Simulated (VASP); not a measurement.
Wanted: the native input for a VASP 6.6.1 run.

```
Task                   : single point
Functional             : PBE
Potentials or basis    : VASP PAW PBE potentials, release 64 (Zr_sv, Ta_pv, S)
Cutoff                 : 520 eV
k mesh                 : 4 × 4 × 4
Occupations            : gaussian, width 0.1 eV
Spin                   : collinear spin
Starting moments       : [0.0, 1.0, 0.0, 0.0, 0.0] μB
Dipole correction      : no
Further INCAR settings : ALGO = Normal; EDIFF = 1e-06; NBANDS = 32
```

The structure of ZrTaS3 lies in POSCAR:

```
ZrTaS3
1.0
    4.8420579300      0.0000000000      0.0000000000
    0.0000000000      4.8420579300      0.0000000000
    0.0000000000      0.0000000000      4.8420579300
Zr Ta S
1 1 3
Direct
    0.0000000000      0.0000000000      0.0000000000
    0.5000000000      0.5000000000      0.5000000000
    0.0000000000      0.5000000000      0.5000000000
    0.5000000000      0.0000000000      0.5000000000
    0.5000000000      0.5000000000      0.0000000000
```

The cell was generated, and may not be a known phase.

The input as run:

INCAR

```
SYSTEM = ZrTaS3
ALGO = Normal
EDIFF = 1E-6
ENCUT = 520
GGA = PE
ISIF = 2
ISMEAR = 0
ISPIN = 2
LASPH = .TRUE.
LCHARG = .FALSE.
LMAXMIX = 4
LORBIT = 11
LREAL = .FALSE.
LWAVE = .FALSE.
MAGMOM = 0 1 0 0 0
NBANDS = 32
NELM = 150
PREC = Accurate
SIGMA = 0.1
```

KPOINTS

```
k-points
0
G
  4 4 4
  0 0 0
```

Potentials or basis: VASP PAW PBE potentials, release 64 (Zr_sv, Ta_pv, S).

Run with:

```bash
$ cat potpaw_PBE.64/Zr_sv/POTCAR potpaw_PBE.64/Ta_pv/POTCAR potpaw_PBE.64/S/POTCAR > POTCAR
$ mpirun -np 1 vasp_std > vasp.out
```

Results of the run:

```
Pressure                                              : -6.9 GPa
Net moment                                            : 0.02 μB per cell
Valence electrons inside the program's atomic spheres : Zr 9.47; Ta 8.79; S 3.73
```

Caveat: the cell stands under tension.

Wall time 3 min on 1 thread of Intel Xeon 8259CL, on a shared host, peak memory 0.27 GiB.
